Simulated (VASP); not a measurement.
# MgO (P-6m2) in VASP: a series of runs

MgO is run at these levels: PBEsol; tasks: single point.

All numbers are computed with VASP 6.6.1; they aren't measurements. Logs are shortened: lines on timing, memory, paths and dates and some standing lists are left out, and cuts for length are marked.

## 1. The cell of the first run

The structure is hexagonal, space group P-6m2 (No. 187). The conventional cell has a = 2.878 Å, b = 2.878 Å, c = 2.625 Å, α = 90.00°, β = 90.00°, γ = 120.00°. Mg (site symmetry -6m2) has 6 O at 2.12 Å and 2 Mg at 2.62 Å within 2.8 Å. O (site symmetry -6m2) has 6 Mg at 2.12 Å and 2 O at 2.62 Å within 2.8 Å.

## 2. Single point, PBEsol

INCAR

```
PREC = Accurate ; ENCUT = 520
EDIFF = 1E-6 ; ISMEAR = 0
SIGMA = 0.01 ; LREAL = False
LASPH = True ; NELM = 100
ALGO = Normal ; ISIF = 2
LWAVE = False ; LCHARG = True
GGA = PS ; LELF = True
LVHAR = True ; NBANDS = 11
```

KPOINTS

```
Automatic mesh
0
Gamma
  12 12 8
```

POSCAR

```
MgO
1.0
    2.8780435791      0.0000000000      0.0000000000
   -1.4390217896      2.4924588950      0.0000000000
    0.0000000000      0.0000000000      2.6249773038
Mg O
1 1
Direct
    0.0000000000      0.0000000000      0.0000000000
    0.3333333333      0.6666666667      0.5000000000
```

Potentials or basis: VASP PAW PBE potentials, release 64 (Mg, O).

Launch:

```console
$ cat potpaw_PBE.64/Mg/POTCAR potpaw_PBE.64/O/POTCAR > POTCAR
$ mpirun -np 1 vasp_std > vasp.out
```

OUTCAR:

```text
PREC = Accurate
   ENCUT = 520
   EDIFF = 1E-6
   ISMEAR = 0
   LREAL = False
   LASPH = True
   NELM = 100
   ISIF = 2
   GGA = PS

 ion  position               nearest neighbor table
   1  0.000  0.000  0.000-   2 2.12   2 2.12   2 2.12   2 2.12   2 2.12   2 2.12
   2  0.333  0.667  0.500-   1 2.12   1 2.12   1 2.12   1 2.12   1 2.12   1 2.12

  LATTYP: Found a hexagonal cell.
 ALAT       =     2.8780435791
 C/A-ratio  =     0.9120700336

  Lattice vectors:

 A1 = (   2.8780435791,   0.0000000000,   0.0000000000)
 A2 = (  -1.4390217896,   2.4924588950,   0.0000000000)
 A3 = (   0.0000000000,   0.0000000000,   2.6249773038)

Analysis of symmetry for initial positions (statically):
=====================================================================
 Subroutine PRICEL returns:
 Original cell was already a primitive cell.

 Routine SETGRP: Setting up the symmetry group for a
 hexagonal supercell.

 Subroutine GETGRP returns: Found 12 space group operations
 (whereof 12 operations were pure point group operations)
 out of a pool of 24 trial point group operations.

The static configuration has the point symmetry D_3h.

Analysis of symmetry for dynamics (positions and initial velocities):
=====================================================================
 Subroutine PRICEL returns:
 Original cell was already a primitive cell.

 Routine SETGRP: Setting up the symmetry group for a
 hexagonal supercell.

 Subroutine GETGRP returns: Found 12 space group operations
 (whereof 12 operations were pure point group operations)
 out of a pool of 24 trial point group operations.

The dynamic configuration has the point symmetry D_3h.

 Subroutine INISYM returns: Found 12 space group operations
 (whereof 12 operations are pure point group operations),
 and found     1 'primitive' translations

----------------------------------------------------------------------------------------

                                     Primitive cell

  volume of cell :      18.8300

  direct lattice vectors                    reciprocal lattice vectors
     2.878043579  0.000000000  0.000000000     0.347458255  0.200605114  0.000000000
    -1.439021790  2.492458895  0.000000000     0.000000000  0.401210227  0.000000000
     0.000000000  0.000000000  2.624977304     0.000000000  0.000000000  0.380955675

  length of vectors
     2.878043579  2.878043616  2.624977304     0.401210232  0.401210227  0.380955675

  position of ions in fractional coordinates (direct lattice)
     0.000000000  0.000000000  0.000000000
     0.333333333  0.666666667  0.500000000

  ion indices of the primitive-cell ions
   primitive index   ion index
                 1           1
                 2           2

----------------------------------------------------------------------------------------

 KPOINTS: Automatic mesh

Automatic generation of k-mesh.
 Grid dimensions read from file:
 generate k-points for:   12   12    8

 Generating k-lattice:

  Cartesian coordinates                     Fractional coordinates (reciprocal lattice)
     0.028954855  0.016717093  0.000000000     0.083333333  0.000000000  0.000000000
     0.000000000  0.033434186  0.000000000     0.000000000  0.083333333  0.000000000
     0.000000000  0.000000000  0.047619459     0.000000000  0.000000000  0.125000000

  Length of vectors
     0.033434186  0.033434186  0.047619459

  Shift w.r.t. Gamma in fractional coordinates (k-lattice)
     0.000000000  0.000000000  0.000000000

 Subroutine IBZKPT returns following result:
 ===========================================

 Found     95 irreducible k-points:

 Following reciprocal coordinates:
            Coordinates               Weight
  0.000000  0.000000  0.000000      1.000000
  0.083333 -0.000000  0.000000      6.000000
  0.166667 -0.000000  0.000000      6.000000
  0.250000  0.000000  0.000000      6.000000
  0.333333 -0.000000  0.000000      6.000000
  0.416667 -0.000000  0.000000      6.000000
[... 16 lines left out ...]
  0.250000  0.000000  0.125000     12.000000
  0.333333 -0.000000  0.125000     12.000000
 [... further k-points ...]
   k-points           NKPTS =     95   k-points in BZ     NKDIM =     95   number of bands    NBANDS=     11
   number of dos      NEDOS =    301   number of ions     NIONS =      2
   total plane-waves  NPLWV =  11520
   dimension x,y,z NGX =    24 NGY =   24 NGZ =   20
   dimension x,y,z NGXF=    48 NGYF=   48 NGZF=   40
   ions per type =               1   1
   NGX,Y,Z   is equivalent  to a cutoff of  13.86, 13.86, 12.67 a.u.
   NGXF,Y,Z  is equivalent  to a cutoff of  27.73, 27.73, 25.33 a.u.
 SYSTEM =  unknown system
   PREC   = accura    normal or accurate (medium, high low for compatibility)
   ISTART =      0    job   : 0-new  1-cont  2-samecut
   ICHARG =      2    charge: 1-file 2-atom 10-const
   ISPIN  =      1    spin polarized calculation?
   LNONCOLLINEAR =      F non collinear calculations
   LSORBIT =      F    spin-orbit coupling
[... 32 lines left out ...]
   LEPSILON=     F    determine dielectric tensor
   LRPA    =     F    only Hartree local field effects (RPA)
 non-spin polarized calculation
 Gauss-broadening in eV      SIGMA  =   0.01
  energy-cutoff  :      520.00
  volume of cell :       18.83
 maximum number of plane-waves:       532
 NGX is ok and might be reduce to    24
   NGX = 11   NGY = 11   NGZ =  9

 number of electron       7.9999996 magnetization

 Free energy of the ion-electron system (eV)
  ---------------------------------------------------
  ext. energy  EPLUGINS =         0.00000000
  ---------------------------------------------------
  free energy    TOTEN  =       -11.81491583 eV

  energy without entropy =      -11.81491583  energy(sigma->0) =      -11.81491583

 E-fermi :   3.7063     XC(G=0): -11.2465

 val. band max:        3.6669987764   @ k =   0.3333   0.3333   0.0000
 cond. band min:       7.0600223063   @ k =   0.0000   0.0000   0.0000
 fundamental gap:      3.3930235298
 Fermi energy:         3.7062766177

 k-point     1 :       0.0000    0.0000    0.0000
  band No.  band energies     occupation
      1     -14.0442      2.00000
      2       3.0114      2.00000
      3       3.0114      2.00000
      4       3.2479      2.00000
      5       7.0600      0.00000
      6      15.5573      0.00000
      7      19.6315      0.00000
      8      19.6315      0.00000
      9      24.0187      0.00000
     10      25.4135      0.00000
     11      26.9896      0.00000

 k-point     2 :       0.0833   -0.0000    0.0000
  band No.  band energies     occupation
      1     -13.9748      2.00000
      2       2.5124      2.00000
      3       2.9553      2.00000
      4       3.2711      2.00000
      5       7.5182      0.00000
      6      15.6106      0.00000
      7      18.8301      0.00000
      8      19.8359      0.00000
      9      25.0529      0.00000
     10      25.2737      0.00000
     11      27.0227      0.00000

 k-point     3 :       0.1667   -0.0000    0.0000
  band No.  band energies     occupation
      1     -13.7795      2.00000
      2       1.4523      2.00000
      3       2.8062      2.00000
      4       3.3354      2.00000
      5       8.4580      0.00000
      6      15.5093      0.00000
      7      17.8768      0.00000
      8      20.3835      0.00000
      9      24.8701      0.00000
     10      25.5225      0.00000
     11      27.4669      0.00000

 k-point     4 :       0.2500    0.0000    0.0000
  band No.  band energies     occupation
      1     -13.4950      2.00000
      2       0.3133      2.00000
      3       2.6122      2.00000
      4       3.4256      2.00000
      5       9.3955      0.00000
      6      14.9656      0.00000
      7      17.7020      0.00000
      8      21.0918      0.00000
      9      24.2861      0.00000
     10      25.2085      0.00000
     11      28.2312      0.00000
[... 239 lines left out ...]
 k-point    22 :       0.1667   -0.0000    0.1250
  band No.  band energies     occupation
      1     -13.6340      2.00000
      2       1.4728      2.00000
      3       2.4611      2.00000
      4       2.8804      2.00000
      5       9.0941      0.00000
      6      15.6444      0.00000
      7      18.2361      0.00000
      8      20.5114      0.00000
      9      23.0801      0.00000
     10      26.2436      0.00000
     11      27.0022      0.00000

 k-point    23 :       0.2500    0.0000    0.1250
  band No.  band energies     occupation
      1     -13.3594      2.00000
      2       0.4374      2.00000
      3       2.5708      2.00000
      4       2.6846      2.00000
      5       9.8814      0.00000
      6      15.0949      0.00000
      7      18.1455      0.00000
      8      21.1061      0.00000
      9      21.9344      0.00000
     10      26.6915      0.00000
     11      27.6604      0.00000

 k-point    24 :       0.3333   -0.0000    0.1250
  band No.  band energies     occupation
      1     -13.0626      2.00000
      2      -0.5021      2.00000
      3       2.4987      2.00000
      4       2.7281      2.00000
      5      10.4037      0.00000
      6      14.6499      0.00000
      7      18.1828      0.00000
      8      21.3007      0.00000
      9      21.5626      0.00000
     10      27.4575      0.00000
     11      28.1707      0.00000

 [... further k-points ...]
[... 5 lines left out ...]
  --------------------------------------------------------------------------------------
  -------------------------------------------------------------------------------------
  Total        0.4896383      0.4896384      0.7355458     -0.0000000     -0.0000000     -0.0000000
  in kB       41.6615168     41.6615182     62.5848750     -0.0000000     -0.0000000     -0.0000000
  external PRESSURE =      48.6359700 kB  Pullay stress =       0.0000000 kB

 VOLUME and BASIS-vectors are now :
 -----------------------------------------------------------------------------
  energy-cutoff  :      520.00
  volume of cell :       18.83
      direct lattice vectors                 reciprocal lattice vectors
     2.878043579  0.000000000  0.000000000     0.347458255  0.200605114  0.000000000
    -1.439021790  2.492458895  0.000000000     0.000000000  0.401210227  0.000000000
     0.000000000  0.000000000  2.624977304     0.000000000  0.000000000  0.380955675

 POSITION                                       TOTAL-FORCE (eV/Angst)
 -----------------------------------------------------------------------------------
      0.00000      0.00000      0.00000         0.000000      0.000000      0.000000
     -0.00000      1.66164      1.31249        -0.000000     -0.000000      0.000000
 -----------------------------------------------------------------------------------
    total drift:                                0.000000     -0.000001     -0.000000

  FREE ENERGIE OF THE ION-ELECTRON SYSTEM (eV)
  ---------------------------------------------------
  free  energy   TOTEN  =       -11.8149158257 eV

  energy  without entropy=      -11.8149158257  energy(sigma->0) =      -11.81491583
```

It took 8 s on 1 thread of Intel Xeon 6975P-C, shared host; peak memory 0.15 GiB.

What came out:

| Quantity | Value |
| --- | --- |
| Free energy | -11.8149 eV |
| Pressure | 4.9 GPa |
| Band gap on the k mesh | 3.39 eV, indirect (least direct gap 3.81 eV) |

Stress tensor (GPa, compression positive):
```
4.17 0.00 0.00
0.00 4.17 0.00
0.00 0.00 6.26
```

Levels at points of the mesh, in eV from the valence-band top:
```tsv
k point	band 1	band 2	band 3	band 4	band 5	band 6	band 7	band 8
(0.00, 0.00, 0.00)	-17.71	-0.66	-0.66	-0.42	3.39	11.89	15.96	15.96
(0.50, 0.00, 0.00)	-16.52	-5.24	-1.41	-0.05	6.76	11.19	13.37	18.59
(0.00, 0.00, 0.50)	-16.48	-5.71	-0.11	-0.11	8.71	9.44	17.88	17.88
(0.50, 0.00, 0.50)	-15.66	-3.99	-3.63	-0.91	5.87	11.69	14.76	15.42
```

Caveat: the PAW data sets were made with another functional, which shifts forces and pressure a little.

## 3. Single point, PBEsol

This run uses another cell than the first one, of 9.62 Å³/atom, 1.021 times its volume.

INCAR

```
PREC = Accurate
ENCUT = 520
EDIFF = 1E-6
ISMEAR = 0
SIGMA = 0.01
LREAL = False
LASPH = True
NELM = 60
ALGO = Normal
ISIF = 2
LWAVE = False
LCHARG = False
GGA = PS
NBANDS = 11
```

KPOINTS is that of step 2.

POSCAR

```
MgO
1.0
    2.8983121594      0.0000000000      0.0000000000
   -1.4491560797      2.5100120008      0.0000000000
    0.0000000000      0.0000000000      2.6434636685
Mg O
1 1
Direct
    0.0000000000      0.0000000000      0.0000000000
    0.3333333333      0.6666666667      0.5000000000
```

Potentials or basis: VASP PAW PBE potentials, release 64 (Mg, O).

Launch:

```console
$ cat potpaw_PBE.64/Mg/POTCAR potpaw_PBE.64/O/POTCAR > POTCAR
$ mpirun -np 1 vasp_std > vasp.out
```

It took 8.1 s on 1 thread of Intel Xeon 6975P-C, shared host; peak memory 0.15 GiB.

It converged, with:

| Item | Value |
| --- | --- |
| Free energy | -11.8232 eV |
| Pressure | 1.5 GPa |
| Band gap on the k mesh | 3.23 eV, indirect (least direct gap 3.64 eV) |

Stress tensor (GPa, compression positive):
```
1.06 0.00 0.00
0.00 1.06 0.00
0.00 0.00 2.28
```

Levels at points of the mesh, in eV from the valence-band top:
```csv
k point,band 1,band 2,band 3,band 4,band 5,band 6,band 7,band 8,band 9
"(0.00, 0.00, 0.00)",-17.59,-0.64,-0.64,-0.41,3.23,11.82,15.79,15.79,20.11
"(0.50, 0.00, 0.00)",-16.45,-5.14,-1.38,-0.05,6.66,10.94,13.22,18.28,19.17
"(0.00, 0.00, 0.50)",-16.41,-5.61,-0.10,-0.10,8.51,9.26,17.72,17.72,18.66
"(0.50, 0.00, 0.50)",-15.62,-3.91,-3.55,-0.88,5.81,11.55,14.46,15.18,15.51
```

Caveat: the PAW data sets were made with another functional, which shifts forces and pressure a little.

## 4. Single point, PBEsol

This run uses another cell than the first one, of 9.82 Å³/atom, 1.043 times its volume.

INCAR

```
ALGO = Normal
EDIFF = 1E-7
ENCUT = 520
GGA = PS
ISIF = 2
ISMEAR = 0
LASPH = T
LCHARG = F
LREAL = F
LWAVE = F
NBANDS = 11
NELM = 100
PREC = Accurate
SIGMA = 0.01
```

KPOINTS

```
k-points
0
Gamma
  12 12 8
```

POSCAR

```
MgO
1.0
    2.9183011508      0.0000000000      0.0000000000
   -1.4591505754      2.5273229754      0.0000000000
    0.0000000000      0.0000000000      2.6616950286
Mg O
1 1
Direct
    0.0000000000      0.0000000000      0.0000000000
    0.3333333333      0.6666666667      0.5000000000
```

Launch:

```console
$ cat potpaw_PBE.64/Mg/POTCAR potpaw_PBE.64/O/POTCAR > POTCAR
$ mpirun -np 1 vasp_std > vasp.out
```

Run time: 7.9 s. Hardware: 1 thread of Intel Xeon 6975P-C, shared host; peak memory 0.15 GiB.

It converged, with:

```
Free energy            : -11.8235 eV
Pressure               : -1.6 GPa
Band gap on the k mesh : 3.07 eV, indirect (least direct gap 3.48 eV)
```

Stress tensor (GPa, compression positive):
```
-1.75  0.00  0.00
 0.00 -1.75  0.00
 0.00  0.00 -1.31
```

Levels at points of the mesh, in eV from the valence-band top:
```
           k point  band 1  band 2  band 3  band 4  band 5  band 6  band 7  band 8
(0.00, 0.00, 0.00)  -17.48   -0.62   -0.62   -0.41    3.07   11.76   15.62   15.62
(0.50, 0.00, 0.00)  -16.38   -5.04   -1.36   -0.05    6.56   10.70   13.08   17.99
(0.00, 0.00, 0.50)  -16.34   -5.51   -0.10   -0.10    8.33    9.09   17.57   17.57
(0.50, 0.00, 0.50)  -15.58   -3.83   -3.47   -0.86    5.75   11.40   14.18   14.95
```

Caveat: the PAW data sets were made with another functional, which shifts forces and pressure a little.

## 5. Single point, PBEsol

This run uses another cell than the first one, of 10.02 Å³/atom, 1.064 times its volume.

INCAR

```
SYSTEM = MgO
ALGO = Normal
EDIFF = 1E-7
ENCUT = 520
GGA = PS
ISIF = 2
ISMEAR = 0
LASPH = .True.
LCHARG = .False.
LREAL = .False.
LWAVE = .False.
NBANDS = 11
NELM = 80
PREC = Accurate
SIGMA = 0.01
```

KPOINTS

```
k-points
0
Gamma
  12 12 8
  0 0 0
```

POSCAR

```
MgO
1.0
    2.9380200000      0.0000000000      0.0000000000
   -1.4690100000      2.5444000000      0.0000000000
    0.0000000000      0.0000000000      2.6796800000
Mg O
1 1
Direct
    0.0000000000      0.0000000000      0.0000000000
    0.3333333333      0.6666666667      0.5000000000
```

Launch:

```console
$ cat potpaw_PBE.64/Mg/POTCAR potpaw_PBE.64/O/POTCAR > POTCAR
$ mpirun -np 1 vasp_std > vasp.out
```

Run time: 8.2 s. Hardware: 1 thread of Intel Xeon 6975P-C, shared host; peak memory 0.15 GiB.

The run converged. Its results:

| Property | Result |
| --- | --- |
| Free energy | -11.8165 eV |
| Pressure | -4.4 GPa |
| Band gap on the k mesh | 2.92 eV, indirect (least direct gap 3.33 eV) |

Stress tensor (GPa, compression positive):
```
-4.26  0.00  0.00
 0.00 -4.26  0.00
 0.00  0.00 -4.53
```

Levels at points of the mesh, in eV from the valence-band top:
```tsv
k point	band 1	band 2	band 3	band 4	band 5	band 6	band 7	band 8	band 9
(0.00, 0.00, 0.00)	-17.37	-0.61	-0.61	-0.41	2.92	11.69	15.45	15.45	19.65
(0.50, 0.00, 0.00)	-16.32	-4.94	-1.33	-0.05	6.46	10.47	12.94	17.70	18.75
(0.00, 0.00, 0.50)	-16.28	-5.41	-0.09	-0.09	8.16	8.93	17.43	17.43	18.36
(0.50, 0.00, 0.50)	-15.54	-3.75	-3.39	-0.83	5.69	11.27	13.90	14.72	15.10
```

Caveat: the PAW data sets were made with another functional, which shifts forces and pressure a little. Expect the measured gap to be larger: semilocal functionals such as PBEsol lack the derivative discontinuity.

## 6. Single point, PBEsol

This run uses another cell than the first one, of 10.22 Å³/atom, 1.085 times its volume.

INCAR

```
PREC     = Accurate       # precision mode
ENCUT    = 520            # plane-wave cutoff, eV
EDIFF    = 1E-6           # SCF threshold, eV
ISMEAR   = 0              # smearing method
SIGMA    = 0.01           # smearing width, eV
LREAL    = F              # projectors in reciprocal space
LASPH    = T              # aspherical terms in the spheres
NELM     = 60             # most SCF steps
ALGO     = Normal         # electronic algorithm
ISIF     = 2              # what is computed and relaxed
LWAVE    = F              # write WAVECAR
LCHARG   = F              # write CHGCAR
GGA      = PS             # functional
NBANDS   = 11             # bands
```

KPOINTS

```
regular mesh
0
Gamma
  12 12 8
```

POSCAR

```
MgO
1.0
    2.9574776531      0.0000000000      0.0000000000
   -1.4787388266      2.5612508222      0.0000000000
    0.0000000000      0.0000000000      2.6974267424
Mg O
1 1
Direct
    0.0000000000      0.0000000000      0.0000000000
    0.3333333333      0.6666666667      0.5000000000
```

Potentials or basis: VASP PAW PBE potentials, release 64 (Mg, O).

Launch:

```console
$ cat potpaw_PBE.64/Mg/POTCAR potpaw_PBE.64/O/POTCAR > POTCAR
$ mpirun -np 1 vasp_std > vasp.out
```

Wall time 7.8 s (1 thread of Intel Xeon 6975P-C, shared host); peak memory 0.15 GiB.

Results (log left out):

```yaml
Free_energy: -11.8029 eV
Pressure: -6.8 GPa
Band_gap_on_the_k_mesh: 2.78 eV, indirect (least direct gap 3.18 eV)
```

Stress tensor (GPa, compression positive):
```
-6.51  0.00  0.00
 0.00 -6.51  0.00
 0.00  0.00 -7.42
```

Levels at points of the mesh, in eV from the valence-band top:
```
           k point  band 1  band 2  band 3  band 4  band 5  band 6  band 7  band 8
(0.00, 0.00, 0.00)  -17.27   -0.59   -0.59   -0.40    2.78   11.63   15.28   15.28
(0.50, 0.00, 0.00)  -16.25   -4.85   -1.30   -0.05    6.37   10.25   12.81   17.42
(0.00, 0.00, 0.50)  -16.22   -5.31   -0.09   -0.09    7.99    8.77   17.28   17.28
(0.50, 0.00, 0.50)  -15.51   -3.68   -3.32   -0.81    5.63   11.13   13.64   14.50
```

Caveat: the PAW data sets were made with another functional, which shifts forces and pressure a little. PBEsol gaps usually lie below the measured ones, often by a third to a half.

## 7. The runs side by side

```csv
cell,gap on the mesh (eV),pressure (GPa)
"a = 2.878, b = 2.878, c = 2.625 Å, angles 90.0, 90.0, 120.0°, 2 atoms",3.39,4.9
"a = 2.898, b = 2.898, c = 2.643 Å, angles 90.0, 90.0, 120.0°, 2 atoms",3.23,1.5
"a = 2.918, b = 2.918, c = 2.662 Å, angles 90.0, 90.0, 120.0°, 2 atoms",3.07,-1.6
"a = 2.938, b = 2.938, c = 2.680 Å, angles 90.0, 90.0, 120.0°, 2 atoms",2.92,-4.4
"a = 2.957, b = 2.957, c = 2.697 Å, angles 90.0, 90.0, 120.0°, 2 atoms",2.78,-6.8
```

Alike in all rows: task single point; level PBEsol; potentials or basis VASP PAW PBE potentials, release 64 (Mg, O); no spin polarisation; k mesh 12 × 12 × 8; cutoff (eV) 520; smearing gaussian 0.01 eV.

Caveats: the PAW data sets were made with another functional, which shifts forces and pressure a little.

Absolute energies hang on the potentials; compare differences alone.
